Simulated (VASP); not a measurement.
# Fe (Fm-3m) in VASP: single point with PBE

Aim: the single point of Fe with PBE.

Program: VASP 6.6.1. These are calculated values, not measurements. Logs are shortened: lines on timing, memory, paths and dates and some standing lists are left out, and cuts for length are marked.

## (1) The cell of the first run

Symmetry: Fm-3m, No. 225, cubic system. Conventional cell: a = 3.595 Å, b = 3.595 Å, c = 3.595 Å, α = 90.00°, β = 90.00°, γ = 90.00°. Fe (site symmetry m-3m) has 12 Fe at 2.54 Å within 3.4 Å.

## (2) Single point, PBE

Input file INCAR:

```
  PREC = Accurate
  ENCUT = 520
  EDIFF = 1E-6
  ISMEAR = -1
  SIGMA = 0.1
  LREAL = F
  LASPH = T
  NELM = 60
  ALGO = Normal
  ISIF = 2
  LWAVE = F
  LCHARG = F
  GGA = PE
  NBANDS = 15
  ISYM = 0
```

Input file KPOINTS:

```
regular mesh
0
Gamma
  9 12 14
```

Input file POSCAR:

```
Fe
1.0
   -1.7975000000     -1.7975000000     -3.5950000000
    1.7975000000     -1.7975000000      0.0000000000
   -1.7975000000     -1.7975000000      0.0000000000
Fe
2
Direct
    0.0000000000      0.0000000000      0.0000000000
    0.5000000000      0.5000000000      0.0000000000
```

Potentials or basis: VASP PAW PBE potentials, release 64 (Fe).

Command:

```console
$ cat potpaw_PBE.64/Fe/POTCAR > POTCAR
$ mpirun -np 1 vasp_std > vasp.out
```

OUTCAR:

```text
PREC = Accurate
   ENCUT = 520
   EDIFF = 1E-6
   ISMEAR = -1
   LREAL = F
   LASPH = T
   NELM = 60
   ISIF = 2
   GGA = PE
   ISYM = 0

 ion  position               nearest neighbor table
   1  0.000  0.000  0.000-   2 2.54   2 2.54   2 2.54   2 2.54   2 2.54   2 2.54   2 2.54   2 2.54

   2  0.500  0.500  0.000-   1 2.54   1 2.54   1 2.54   1 2.54   1 2.54   1 2.54   1 2.54   1 2.54

IMPORTANT INFORMATION: All symmetrisations will be switched off!
NOSYMM: (Re-)initialisation of all symmetry stuff for point group C_1.

----------------------------------------------------------------------------------------

                                     Primitive cell

  volume of cell :      23.2309

  direct lattice vectors                    reciprocal lattice vectors
    -1.797500000 -1.797500000 -3.595000000     0.000000000  0.000000000 -0.278164117
     1.797500000 -1.797500000  0.000000000     0.278164117 -0.278164117  0.000000000
    -1.797500000 -1.797500000  0.000000000    -0.278164117 -0.278164117  0.278164117

  length of vectors
     4.402957813  2.542048878  2.542048878     0.278164117  0.393383467  0.481794383

  position of ions in fractional coordinates (direct lattice)
     0.000000000  0.000000000  0.000000000
     0.500000000  0.500000000  0.000000000

  ion indices of the primitive-cell ions
   primitive index   ion index
                 1           1
                 2           2

----------------------------------------------------------------------------------------

 KPOINTS: regular mesh

Automatic generation of k-mesh.
 Grid dimensions read from file:
 generate k-points for:    9   12   14

 Generating k-lattice:

  Cartesian coordinates                     Fractional coordinates (reciprocal lattice)
     0.000000000  0.000000000 -0.030907124     0.111111111  0.000000000  0.000000000
     0.023180343 -0.023180343  0.000000000     0.000000000  0.083333333  0.000000000
    -0.019868865 -0.019868865  0.019868865     0.000000000  0.000000000  0.071428571

  Length of vectors
     0.030907124  0.032781956  0.034413885

  Shift w.r.t. Gamma in fractional coordinates (k-lattice)
     0.000000000  0.000000000  0.000000000

 -----------------------------------------------------------------------------
|                                                                             |
|           W    W    AA    RRRRR   N    N  II  N    N   GGGG   !!!           |
|           W    W   A  A   R    R  NN   N  II  NN   N  G    G  !!!           |
|           W    W  A    A  R    R  N N  N  II  N N  N  G       !!!           |
|           W WW W  AAAAAA  RRRRR   N  N N  II  N  N N  G  GGG   !            |
|           WW  WW  A    A  R   R   N   NN  II  N   NN  G    G                |
|           W    W  A    A  R    R  N    N  II  N    N   GGGG   !!!           |
|                                                                             |
|     Your reciprocal lattice and k-lattice belong to different lattice       |
|     classes:                                                                |
|                                                                             |
|        The reciprocal lattice is simple tetragonal,                         |
|        whereas your k-lattice is simple monoclinic.                         |
|                                                                             |
|     Results are often still useful ...                                      |
|                                                                             |
 -----------------------------------------------------------------------------

 WARNING: IBZKPT: internal override: KBLOWUP is changed to .FALSE.
      ... skipping the blow-up phase ...

 Subroutine IBZKPT returns following result:
 ===========================================

 Found    758 irreducible k-points:

 Following reciprocal coordinates:
            Coordinates               Weight
  0.000000  0.000000  0.000000      1.000000
  0.111111  0.000000  0.000000      2.000000
  0.222222  0.000000  0.000000      2.000000
  0.333333  0.000000  0.000000      2.000000
  0.444444  0.000000  0.000000      2.000000
  0.000000  0.083333  0.000000      2.000000
[... 16 lines left out ...]
 -0.111111  0.166667  0.000000      2.000000
  0.000000  0.250000  0.000000      2.000000
 [... further k-points ...]
   k-points           NKPTS =    758   k-points in BZ     NKDIM =    758   number of bands    NBANDS=     15
   number of dos      NEDOS =    301   number of ions     NIONS =      2
   total plane-waves  NPLWV =  14400
   dimension x,y,z NGX =    36 NGY =   20 NGZ =   20
   dimension x,y,z NGXF=    72 NGYF=   40 NGZF=   40
   ions per type =               2
   NGX,Y,Z   is equivalent  to a cutoff of  13.59, 13.08, 13.08 a.u.
   NGXF,Y,Z  is equivalent  to a cutoff of  27.19, 26.16, 26.16 a.u.
 SYSTEM =  unknown system
   PREC   = accura    normal or accurate (medium, high low for compatibility)
   ISTART =      0    job   : 0-new  1-cont  2-samecut
   ICHARG =      2    charge: 1-file 2-atom 10-const
   ISPIN  =      1    spin polarized calculation?
   LNONCOLLINEAR =      F non collinear calculations
   LSORBIT =      F    spin-orbit coupling
   LASPH  =      T    aspherical Exc in radial PAW
   ENCUT  =  520.0 eV  38.22 Ry    6.18 a.u.   8.19  4.73  4.73*2*pi/ulx,y,z
   NELM   =     60;   NELMIN=  2; NELMDL= -5     # of ELM steps
   EDIFF  = 0.1E-05   stopping-criterion for ELM
   LREAL  =      F    real-space projection
   EDIFFG = 0.1E-04   stopping-criterion for IOM
   NSW    =      0    number of steps for IOM
   IBRION =     -1    ionic relax: 0-MD 1-quasi-New 2-CG
   NFREE  =      0    steps in history (QN), initial steepest desc. (CG)
   ISIF   =      2    stress and relaxation
   ISYM   =      0    0-nonsym 1-usesym 2-fastsym
   POTIM  = 0.5000    time-step for ionic-motion
   TEBEG  =    0.0;   TEEND  =   0.0 temperature during run
   PSTRESS=    0.0 pullay stress
   NELECT =      16.0000    total number of electrons
   NUPDOWN=      -1.0000    fix difference up-down
   EMIN   =  10.00;   EMAX   =-10.00  energy-range for DOS
   EFERMI =   0.00;   METHOD = LEGACY
   ISMEAR =    -1;   SIGMA  =   0.10  broadening in eV -4-tet -1-fermi 0-gaus
   EFERMI_NEDOS =   21; number of points for ismear=-14 and -15
   IALGO  =     38    algorithm
   IMIX   =      4    mixing-type and parameters
     AMIX     =   0.40;   BMIX     =  1.00
     AMIX_MAG =   1.60;   BMIX_MAG =  1.00
  volume/ion in A,a.u.               =      11.62        78.39
  Fermi-wavevector in a.u.,A,eV,Ry     =   1.445748  2.732068 28.438724  2.090187
  Thomas-Fermi vector in A             =   2.563895
   LORBIT       =      0    0 simple, 1 ext, 2 COOP (PROOUT), +10 PAW based schemes
   GGA     = PE    functional components
   LHFCALC =     F    Hartree Fock is set to
   AEXX    =    0.0000 exact exchange contribution
   IVDW    =     0    specifies the selected vdW correction
   LEPSILON=     F    determine dielectric tensor
   LRPA    =     F    only Hartree local field effects (RPA)
 non-spin polarized calculation
  energy-cutoff  :      520.00
  volume of cell :       23.23
 maximum number of plane-waves:       649
 NGX is ok and might be reduce to    36
   NGX = 17   NGY =  9   NGZ =  9

 number of electron      16.0000003 magnetization

 Free energy of the ion-electron system (eV)
  ---------------------------------------------------
  ext. energy  EPLUGINS =         0.00000000
  ---------------------------------------------------
  free energy    TOTEN  =       -15.95778709 eV

  energy without entropy =      -15.81916992  energy(sigma->0) =      -15.88847850

 E-fermi :   5.4723     XC(G=0): -13.0420

 val. band max:        5.4700279541   @ k =  -0.4444  -0.1667   0.0714
 cond. band min:       5.4725204672   @ k =   0.4444   0.5000   0.2857
 fundamental gap:      0.0024925131
 Fermi energy:         5.4723125277

 k-point     1 :       0.0000    0.0000    0.0000
  band No.  band energies     occupation
      1      -2.6507      2.00000
      2       1.3277      2.00000
      3       1.9771      2.00000
      4       4.1170      2.00000
      5       4.1177      2.00000
      6       4.1183      2.00000
      7       5.4015      1.34002
      8       5.4015      1.33980
      9       6.2591      0.00077
     10       6.5141      0.00006
     11       6.5156      0.00006
     12       8.4268      0.00000
     13      15.8641      0.00000
     14      20.3876      0.00000
     15      20.3877      0.00000

 k-point     2 :       0.1111    0.0000    0.0000
  band No.  band energies     occupation
      1      -2.4920      2.00000
      2       1.3487      2.00000
      3       2.0347      2.00000
      4       4.0449      2.00000
      5       4.1704      2.00000
      6       4.1717      2.00000
      7       5.3345      1.59724
      8       5.4264      1.22561
      9       6.2322      0.00100
     10       6.4126      0.00016
     11       6.4141      0.00016
     12       7.7606      0.00000
     13      16.7689      0.00000
     14      20.6477      0.00000
     15      20.6478      0.00000

 k-point     3 :       0.2222    0.0000    0.0000
  band No.  band energies     occupation
      1      -2.0261      2.00000
      2       1.3585      2.00000
      3       2.2028      2.00000
      4       3.8388      2.00000
      5       4.3287      1.99998
      6       4.3300      1.99998
      7       5.1478      1.92498
      8       5.4983      0.87072
      9       6.1360      0.00262
     10       6.1375      0.00258
     11       6.1551      0.00216
     12       6.4208      0.00015
     13      18.8511      0.00000
     14      21.3964      0.00000
     15      21.3965      0.00000

 k-point     4 :       0.3333    0.0000    0.0000
  band No.  band energies     occupation
      1      -1.2888      2.00000
      2       1.1722      2.00000
      3       2.4663      2.00000
      4       3.5322      2.00000
      5       4.5853      1.99972
      6       4.5866      1.99972
      7       4.8892      1.99415
      8       5.2402      1.82117
      9       5.6094      0.40481
     10       5.7505      0.11660
     11       5.7520      0.11504
     12       6.0381      0.00696
     13      21.3694      0.00000
     14      22.5558      0.00000
     15      22.5559      0.00000
[... 307 lines left out ...]
 k-point    22 :      -0.2222    0.1667    0.0000
  band No.  band energies     occupation
      1      -1.3673      2.00000
      2       1.7712      2.00000
      3       2.4431      2.00000
      4       3.7569      2.00000
      5       4.3542      1.99997
      6       4.3587      1.99997
      7       4.6203      1.99960
      8       5.2890      1.72431
      9       5.4373      1.17308
     10       5.5243      0.74592
     11       6.3772      0.00023
     12       8.3172      0.00000
     13      17.1108      0.00000
     14      19.3531      0.00000
     15      22.4106      0.00000

 k-point    23 :      -0.1111    0.1667    0.0000
  band No.  band energies     occupation
      1      -1.8022      2.00000
      2       1.7473      2.00000
      3       2.2948      2.00000
      4       3.8560      2.00000
      5       4.3062      1.99998
      6       4.3091      1.99998
      7       4.9909      1.98390
      8       5.2809      1.74305
      9       5.4030      1.33340
     10       5.7883      0.08144
     11       6.3915      0.00020
     12       9.7162      0.00000
     13      16.3283      0.00000
     14      17.3152      0.00000
     15      21.7339      0.00000

 k-point    24 :       0.0000    0.2500    0.0000
  band No.  band energies     occupation
      1      -1.1290      2.00000
      2       2.1271      2.00000
      3       2.5081      2.00000
      4       3.6450      2.00000
      5       4.3664      1.99997
      6       4.3966      1.99996
      7       4.4981      1.99988
      8       5.0558      1.96943
      9       5.5706      0.54446
     10       5.6531      0.28180
     11       6.2011      0.00137
     12      12.0746      0.00000
     13      13.5792      0.00000
     14      16.4628      0.00000
     15      22.7815      0.00000

 [... further k-points ...]
[... 5 lines left out ...]
  --------------------------------------------------------------------------------------
  -------------------------------------------------------------------------------------
  Total       -3.8289141     -3.8289078     -3.8224050      0.0038885     -0.0012983     -0.0012946
  in kB     -264.0702763   -264.0698371   -263.6213578      0.2681829     -0.0895374     -0.0892839
  external PRESSURE =    -263.9204904 kB  Pullay stress =       0.0000000 kB

 VOLUME and BASIS-vectors are now :
 -----------------------------------------------------------------------------
  energy-cutoff  :      520.00
  volume of cell :       23.23
      direct lattice vectors                 reciprocal lattice vectors
    -1.797500000 -1.797500000 -3.595000000     0.000000000  0.000000000 -0.278164117
     1.797500000 -1.797500000  0.000000000     0.278164117 -0.278164117  0.000000000
    -1.797500000 -1.797500000  0.000000000    -0.278164117 -0.278164117  0.278164117

 POSITION                                       TOTAL-FORCE (eV/Angst)
 -----------------------------------------------------------------------------------
      0.00000      0.00000      0.00000        -0.000000      0.000000      0.000000
      0.00000     -1.79750     -1.79750         0.000000     -0.000000     -0.000000
 -----------------------------------------------------------------------------------
    total drift:                               -0.000000     -0.000000      0.000000

  FREE ENERGIE OF THE ION-ELECTRON SYSTEM (eV)
  ---------------------------------------------------
  free  energy   TOTEN  =       -15.9577870874 eV

  energy  without entropy=      -15.8191699211  energy(sigma->0) =      -15.88847850
```

Run time: 2.3 min. Hardware: 1 thread of AMD EPYC 9R45 (Zen 5), shared host; peak memory 0.3 GiB.

Results:

| Property | Result |
| --- | --- |
| Free energy | -15.9578 eV |
| Pressure | -26.4 GPa |
| Band gap on the k mesh | zero (band 8 reaches 6.36 eV, above the bottom of band 9 at 5.06 eV) |

Caveat: the run has no spin polarisation, though such a crystal can be magnetic. Spin polarisation is off, so any magnetic state and its effect on volume and gap are missing.
